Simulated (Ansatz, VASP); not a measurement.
## SiC in VASP and in Ansatz

INCAR

```
SYSTEM = SiC
ALGO = Normal ; EDIFF = 1E-7
ENCUT = 520 ; GGA = PS
ISIF = 2 ; ISMEAR = 0
LASPH = .TRUE. ; LCHARG = .FALSE.
LREAL = .FALSE. ; LWAVE = .FALSE.
NBANDS = 26 ; NELM = 100
PREC = Accurate ; SIGMA = 0.05
```

KPOINTS

```
k-points
0
G
  12 12 4
  0 0 0
```

File POSCAR:

```
SiC
1.0
    3.2935000000      0.0000000000      0.0000000000
   -1.6467500000      2.8522546674      0.0000000000
    0.0000000000      0.0000000000     10.3445000000
Si C
4 4
Direct
    0.6666666667      0.3333333333      0.9378278494
    0.3333333333      0.6666666667      0.4378278494
    0.0000000000      0.0000000000      0.6878973398
    0.0000000000      0.0000000000      0.1878973398
    0.6666666667      0.3333333333      0.7498191768
    0.3333333333      0.6666666667      0.2498191768
    0.0000000000      0.0000000000      0.5004546340
    0.0000000000      0.0000000000      0.0004546340
```

Input for Ansatz:

```yaml
crystal:
  lattice:
    - [3.2935, 0.0, 0.0]
    - [-1.64675, 2.8522546674, 0.0]
    - [0.0, 0.0, 10.3445]
  atoms:
    - { symbol: Si, position: [0.6666666667, 0.3333333333, 0.9378278494] }
    - { symbol: Si, position: [0.3333333333, 0.6666666667, 0.4378278494] }
    - { symbol: Si, position: [0.0, 0.0, 0.6878973398] }
    - { symbol: Si, position: [0.0, 0.0, 0.1878973398] }
    - { symbol: C, position: [0.6666666667, 0.3333333333, 0.7498191768] }
    - { symbol: C, position: [0.3333333333, 0.6666666667, 0.2498191768] }
    - { symbol: C, position: [0.0, 0.0, 0.500454634] }
    - { symbol: C, position: [0.0, 0.0, 0.000454634] }
basis:
  ecutwfc: 520.0
kpoints:
  mp_grid: { grid: [12, 12, 4] }
hamiltonian:
  xc: pbesol
  pseudopotentials: { kind: paw, azcp: { folder: soft_1 } }
scf:
  occupations: { method: gaussian, width: 0.05 }
output:
  forces: true
  stress: true
  eigenvalues: true
```

Alike in both runs: task single point; functional PBEsol; k mesh 12 × 12 × 4; occupations gaussian, width 0.05 eV; no spin polarisation.

```csv
,VASP,Ansatz
version,VASP 6.6.1,Ansatz 0.2.0
potentials or method,"VASP PAW PBE potentials, release 64 (Si, C), cutoff 520 eV","scalar-relativistic, plane waves, PAW"
valence electrons in the cell,32,32
```

```csv
,VASP,Ansatz,Ansatz less VASP
gap on the k mesh at the Fermi level (eV),1.88,1.89,+0.009
least direct gap on the mesh (eV),2.91,2.92,+0.007
pressure (GPa),-25.5,-25.7,-0.26
"traceless stress, the component that is largest in VASP (GPa)",10.36,10.27,-0.088
rms of the force components (eV/Å),0.089,0.085,-0.0032
```

VASP's potentials were made for PBE, not for PBEsol, and Ansatz warns of the same on its side. Atom by atom the forces differ by 0.003 eV/Å (rms over components). With one functional, cell and mesh, what is left measures potentials, basis and numerics.
